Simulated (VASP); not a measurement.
# Li16F (a cell with a defect) in VASP: notebook, part 4 of 4

VASP 6.6.1. Earlier steps stand in the parts before.

## (7) Single point, PBE

Input file INCAR:

```
PREC = Accurate ; ENCUT = 520
EDIFF = 1E-6 ; ISMEAR = 0
SIGMA = 0.15 ; LREAL = Auto
LASPH = True ; NELM = 60
ALGO = Normal ; ISIF = 2
LWAVE = False ; LCHARG = True
GGA = PE ; LELF = True
LVHAR = True ; NBANDS = 42
```

Input file KPOINTS:

```
regular mesh
0
Gamma
  3 3 3
```

Input file POSCAR:

```
Li16F
1.0
    6.9800000000      0.0000000000      0.0000000000
    0.0000000000      6.9800000000      0.0000000000
    0.0000000000      0.0000000000      6.9800000000
Li F
16 1
Direct
    0.0004292264      0.0177862464     -0.0240716332
    0.5003969914      0.0075767908      0.0144346705
    0.0004369628      0.4828538682     -0.0239868195
    0.0004372493     -0.0192160458      0.5036657593
    0.2461163324      0.2501161891      0.2540957020
    0.5004054441      0.4928064470      0.0143713467
    0.5001780802     -0.0042230659      0.4959564470
    0.7547183381      0.2501174785      0.2541964183
    0.0004110315      0.5197174785      0.5036282235
    0.2306017192      0.7502812321      0.2465342407
    0.2580825215      0.2502398281      0.7359087393
    0.5001795129      0.5047454155      0.4958975645
    0.7701871060      0.7502553009      0.2465806590
    0.7425293696      0.2502481375      0.7360058739
    0.2678442693      0.7502650430      0.7743085960
    0.7331962751      0.7502732092      0.7741441261
    0.0001617479      0.7501124642      0.3752948424
```

Potentials or basis: VASP PAW PBE potentials, release 64 (Li_sv, F).

Run with:

```console
cat potpaw_PBE.64/Li_sv/POTCAR potpaw_PBE.64/F/POTCAR > POTCAR
mpirun -np 1 vasp_std > vasp.out
```

OUTCAR:

```text
PREC = Accurate
   ENCUT = 520
   EDIFF = 1E-6
   ISMEAR = 0
   LREAL = Auto
   LASPH = True
   NELM = 60
   ISIF = 2
   GGA = PE

 ion  position               nearest neighbor table
   1  0.000  0.018  0.976-
   2  0.500  0.008  0.014-
   3  0.000  0.483  0.976-
   4  0.000  0.981  0.504-  17 1.84
   5  0.246  0.250  0.254-
   6  0.500  0.493  0.014-
   7  0.500  0.996  0.496-
   8  0.755  0.250  0.254-
   9  0.000  0.520  0.504-  17 1.84
  10  0.231  0.750  0.247-  17 1.84
  11  0.258  0.250  0.736-
  12  0.500  0.505  0.496-
  13  0.770  0.750  0.247-  17 1.84
  14  0.743  0.250  0.736-
  15  0.268  0.750  0.774-
  16  0.733  0.750  0.774-
  17  0.000  0.750  0.375-  13 1.84   9 1.84  10 1.84   4 1.84

  LATTYP: Found a simple cubic cell.
 ALAT       =     6.9800000000

  Lattice vectors:

 A1 = (   6.9800000000,   0.0000000000,   0.0000000000)
 A2 = (   0.0000000000,   6.9800000000,   0.0000000000)
 A3 = (   0.0000000000,   0.0000000000,   6.9800000000)

Analysis of symmetry for initial positions (statically):
=====================================================================
 Subroutine PRICEL returns:
 Original cell was already a primitive cell.

 Routine SETGRP: Setting up the symmetry group for a
 simple cubic supercell.

 Subroutine GETGRP returns: Found  1 space group operations
 (whereof  1 operations were pure point group operations)
 out of a pool of 48 trial point group operations.

The static configuration has the point symmetry C_1 .

Analysis of symmetry for dynamics (positions and initial velocities):
=====================================================================
 Subroutine PRICEL returns:
 Original cell was already a primitive cell.

 Routine SETGRP: Setting up the symmetry group for a
 simple cubic supercell.

 Subroutine GETGRP returns: Found  1 space group operations
 (whereof  1 operations were pure point group operations)
 out of a pool of 48 trial point group operations.

The dynamic configuration has the point symmetry C_1 .

 Subroutine INISYM returns: Found  1 space group operations
 (whereof  1 operations are pure point group operations),
 and found     1 'primitive' translations

----------------------------------------------------------------------------------------

                                     Primitive cell

  volume of cell :     340.0684

  direct lattice vectors                    reciprocal lattice vectors
     6.980000000  0.000000000  0.000000000     0.143266476  0.000000000  0.000000000
     0.000000000  6.980000000  0.000000000     0.000000000  0.143266476  0.000000000
     0.000000000  0.000000000  6.980000000     0.000000000  0.000000000  0.143266476

  length of vectors
     6.980000000  6.980000000  6.980000000     0.143266476  0.143266476  0.143266476

  position of ions in fractional coordinates (direct lattice)
     0.000429226  0.017786246  0.975928367
     0.500396991  0.007576791  0.014434671
     0.000436963  0.482853868  0.976013180
[... 67 lines left out ...]
  0.333333  0.333333  0.000000      2.000000
  0.000000  0.333333  0.333333      2.000000
  0.333333  0.000000  0.333333      2.000000
 -0.333333  0.333333  0.000000      2.000000
 -0.333333  0.000000  0.333333      2.000000
  0.000000 -0.333333  0.333333      2.000000
  0.333333  0.333333  0.333333      2.000000
 -0.333333  0.333333  0.333333      2.000000
 -0.333333 -0.333333  0.333333      2.000000
  0.333333 -0.333333  0.333333      2.000000
   k-points           NKPTS =     14   k-points in BZ     NKDIM =     14   number of bands    NBANDS=     42
   number of dos      NEDOS =    301   number of ions     NIONS =     17
   total plane-waves  NPLWV = 157464
   dimension x,y,z NGX =    54 NGY =   54 NGZ =   54
   dimension x,y,z NGXF=   108 NGYF=  108 NGZF=  108
   ions per type =              16   1
   NGX,Y,Z   is equivalent  to a cutoff of  12.86, 12.86, 12.86 a.u.
   NGXF,Y,Z  is equivalent  to a cutoff of  25.72, 25.72, 25.72 a.u.
 SYSTEM =  unknown system
   PREC   = accura    normal or accurate (medium, high low for compatibility)
   ISTART =      0    job   : 0-new  1-cont  2-samecut
   ICHARG =      2    charge: 1-file 2-atom 10-const
   ISPIN  =      1    spin polarized calculation?
   LNONCOLLINEAR =      F non collinear calculations
   LSORBIT =      F    spin-orbit coupling
   LASPH  =      T    aspherical Exc in radial PAW
   ENCUT  =  520.0 eV  38.22 Ry    6.18 a.u.  12.98 12.98 12.98*2*pi/ulx,y,z
   NELM   =     60;   NELMIN=  2; NELMDL= -5     # of ELM steps
   EDIFF  = 0.1E-05   stopping-criterion for ELM
   LREAL  =      T    real-space projection
   EDIFFG = 0.1E-04   stopping-criterion for IOM
   NSW    =      0    number of steps for IOM
   IBRION =     -1    ionic relax: 0-MD 1-quasi-New 2-CG
   NFREE  =      0    steps in history (QN), initial steepest desc. (CG)
   ISIF   =      2    stress and relaxation
   ISYM   =      2    0-nonsym 1-usesym 2-fastsym
   POTIM  = 0.5000    time-step for ionic-motion
   TEBEG  =    0.0;   TEEND  =   0.0 temperature during run
   PSTRESS=    0.0 pullay stress
   NELECT =      55.0000    total number of electrons
   NUPDOWN=      -1.0000    fix difference up-down
   EMIN   =  10.00;   EMAX   =-10.00  energy-range for DOS
   EFERMI =   0.00;   METHOD = LEGACY
   ISMEAR =     0;   SIGMA  =   0.15  broadening in eV -4-tet -1-fermi 0-gaus
   EFERMI_NEDOS =   21; number of points for ismear=-14 and -15
   IALGO  =     38    algorithm
   IMIX   =      4    mixing-type and parameters
     AMIX     =   0.40;   BMIX     =  1.00
     AMIX_MAG =   1.60;   BMIX_MAG =  1.00
  volume/ion in A,a.u.               =      20.00       134.99
  Fermi-wavevector in a.u.,A,eV,Ry     =   0.891950  1.685540 10.824442  0.795574
  Thomas-Fermi vector in A             =   2.013836
   LORBIT       =      0    0 simple, 1 ext, 2 COOP (PROOUT), +10 PAW based schemes
   GGA     = PE    functional components
   LHFCALC =     F    Hartree Fock is set to
   AEXX    =    0.0000 exact exchange contribution
   IVDW    =     0    specifies the selected vdW correction
   LEPSILON=     F    determine dielectric tensor
   LRPA    =     F    only Hartree local field effects (RPA)
 non-spin polarized calculation
 Gauss-broadening in eV      SIGMA  =   0.15
  energy-cutoff  :      520.00
  volume of cell :      340.07
 maximum number of plane-waves:      9180
 NGX is ok and might be reduce to    54
   NGX = 25   NGY = 25   NGZ = 25

 number of electron      54.9999995 magnetization

 Free energy of the ion-electron system (eV)
  ---------------------------------------------------
  ext. energy  EPLUGINS =         0.00000000
  ---------------------------------------------------
  free energy    TOTEN  =       -37.54090594 eV

  energy without entropy =      -37.43117493  energy(sigma->0) =      -37.48604044

 E-fermi :   0.7003     XC(G=0):  -7.0335

 val. band max:        0.6117582885   @ k =  -0.3333   0.3333   0.3333
 cond. band min:       0.7349268541   @ k =   0.0000  -0.3333   0.3333
 fundamental gap:      0.1231685656
 Fermi energy:         0.7003063413

 k-point     1 :       0.0000    0.0000    0.0000
  band No.  band energies     occupation
      1     -45.9751      2.00000
      2     -45.9673      2.00000
      3     -45.9641      2.00000
      4     -45.9632      2.00000
      5     -45.9617      2.00000
      6     -45.9596      2.00000
[... 577 lines left out ...]
     38       3.9632      0.00000
     39       4.1177      0.00000
 [bands above 39 left out]

------------------------ aborting loop because EDIFF is reached ----------------------------------------

  FORCE on cell =-STRESS in cart. coord.  units (eV):
  Direction    XX          YY          ZZ          XY          YZ          ZX
  --------------------------------------------------------------------------------------
  -------------------------------------------------------------------------------------
  Total       -0.3589125     -0.3606499     -0.7191415      0.0000510     -0.0050274      0.0074103
  in kB       -1.6909581     -1.6991440     -3.3881189      0.0002401     -0.0236856      0.0349123
  external PRESSURE =      -2.2594070 kB  Pullay stress =       0.0000000 kB

 VOLUME and BASIS-vectors are now :
 -----------------------------------------------------------------------------
  energy-cutoff  :      520.00
  volume of cell :      340.07
      direct lattice vectors                 reciprocal lattice vectors
     6.980000000  0.000000000  0.000000000     0.143266476  0.000000000  0.000000000
     0.000000000  6.980000000  0.000000000     0.000000000  0.143266476  0.000000000
     0.000000000  0.000000000  6.980000000     0.000000000  0.000000000  0.143266476

 POSITION                                       TOTAL-FORCE (eV/Angst)
 -----------------------------------------------------------------------------------
      0.00300      0.12415      6.81198        -0.000902     -0.002788     -0.001373
      3.49277      0.05289      0.10075         0.001577     -0.000183     -0.006976
      0.00305      3.37032      6.81257        -0.000102      0.000881     -0.001576
      0.00305      6.84587      3.51559        -0.000992      0.011908     -0.000195
      1.71789      1.74581      1.77359        -0.007762      0.001196      0.006064
      3.49283      3.43979      0.10031         0.000846      0.000333     -0.005608
[... 9 lines left out ...]
      5.11771      5.23691      5.40353         0.002606      0.000233      0.007184
      0.00113      5.23579      2.61956         0.007063      0.004735      0.000387
 -----------------------------------------------------------------------------------
    total drift:                               -0.000964      0.003972      0.022858

  FREE ENERGIE OF THE ION-ELECTRON SYSTEM (eV)
  ---------------------------------------------------
  free  energy   TOTEN  =       -37.5409059413 eV

  energy  without entropy=      -37.4311749326  energy(sigma->0) =      -37.48604044
```

It took 3 min on 1 thread of AMD EPYC 9R45 (Zen 5), shared host; peak memory 0.39 GiB.

Results:

```yaml
Free_energy: -37.5409 eV
Largest_force: 0.018 eV/Å
```

Forces in eV/Å, atoms in the order of the input:
```
Li  -0.001 -0.003 -0.001
Li   0.002  0.000 -0.007
Li   0.000  0.001 -0.002
Li  -0.001  0.012  0.000
Li  -0.008  0.001  0.006
Li   0.001  0.000 -0.006
Li   0.002 -0.002 -0.002
Li   0.007  0.001  0.006
Li   0.000 -0.018  0.001
Li   0.009  0.000 -0.007
Li  -0.003 -0.001  0.005
Li   0.002  0.003 -0.004
Li  -0.015  0.001 -0.009
Li   0.001 -0.001  0.005
Li  -0.005  0.001  0.006
Li   0.003  0.000  0.007
F    0.007  0.005  0.000
```

Caveat: the cutoff is under 1.25 times the usual one of these potentials, so pressure, stress and relaxed cells hold a basis-set (Pulay) error; an odd number of electrons without spin polarisation forces a metal; a magnetic or distorted state may lie lower.
